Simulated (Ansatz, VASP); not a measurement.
Hg in VASP and in Ansatz

The input INCAR:

```
SYSTEM = Hg
ALGO     = Normal         ! electronic algorithm
EDIFF    = 1E-6           ! SCF threshold, eV
ENCUT    = 550            ! plane-wave cutoff, eV
GGA      = PS             ! functional
GGA_COMPAT= .False.      
ISIF     = 2              ! what is computed and relaxed
ISMEAR   = 0              ! smearing method
IVDW     = 12             ! dispersion correction
LASPH    = .True.         ! aspherical terms in the spheres
LCHARG   = .False.        ! write CHGCAR
LREAL    = .False.        ! projectors in reciprocal space
LWAVE    = .False.        ! write WAVECAR
NBANDS   = 27             ! bands
NELM     = 120            ! most SCF steps
PREC     = Accurate       ! precision mode
SIGMA    = 0.15           ! smearing width, eV
```

KPOINTS

```
k-points
0
Gamma
  18 18 10
  0 0 0
```

The input POSCAR:

```
Hg
1.0
    2.9964000000      0.0000000000      0.0000000000
   -1.4982000000      2.5949585199      0.0000000000
    0.0000000000      0.0000000000      5.4194000000
Hg
2
Direct
    0.6666666667      0.3333333333      0.7500000000
    0.3333333333      0.6666666667      0.2500000000
```

Input for Ansatz:

```yaml
crystal:
  lattice:
    - [2.9964, 0.0, 0.0]
    - [-1.4982, 2.5949585199, 0.0]
    - [0.0, 0.0, 5.4194]
  atoms:
    - { symbol: Hg, position: [0.6666666667, 0.3333333333, 0.75] }
    - { symbol: Hg, position: [0.3333333333, 0.6666666667, 0.25] }
basis:
  ecutwfc: 420
kpoints:
  mp_grid: { grid: [18, 18, 10] }
hamiltonian:
  xc: pbesol
  dispersion: d3bj
scf:
  occupations: { method: gaussian, width: 0.15 }
output:
  forces: true
  stress: true
  eigenvalues: true
  write_density: true
  write_potential: true
  elf: true
  volumetric_format: npy
```

Alike in both runs: task single point; functional PBEsol; dispersion D3(BJ); k mesh 18 × 18 × 10; occupations gaussian, width 0.15 eV; no spin polarisation.

|  | VASP | Ansatz |
| --- | --- | --- |
| version | VASP 6.6.1 | Ansatz 0.2.0 |
| potentials or method | VASP PAW PBE potentials, release 64 (Hg_sv_GW), cutoff 550 eV | scalar-relativistic, plane waves, PAW |
| valence electrons in the cell | 40 | 40 |

VASP gave:

```
gap on the k mesh at the Fermi level (eV)                     : none
pressure (GPa)                                                : 1.7
traceless stress, the component that is largest in VASP (GPa) : -1.19
```

Question: What did Ansatz give for the same quantities?

Answer: gap on the k mesh at the Fermi level (eV): none; pressure (GPa): 2.0; traceless stress, the component that is largest in VASP (GPa): -1.11.

VASP's potentials were made for PBE, not for PBEsol. A gap of «none» marks a metal or a gap that the smearing closes.

Neither program's run includes spin-orbit coupling.
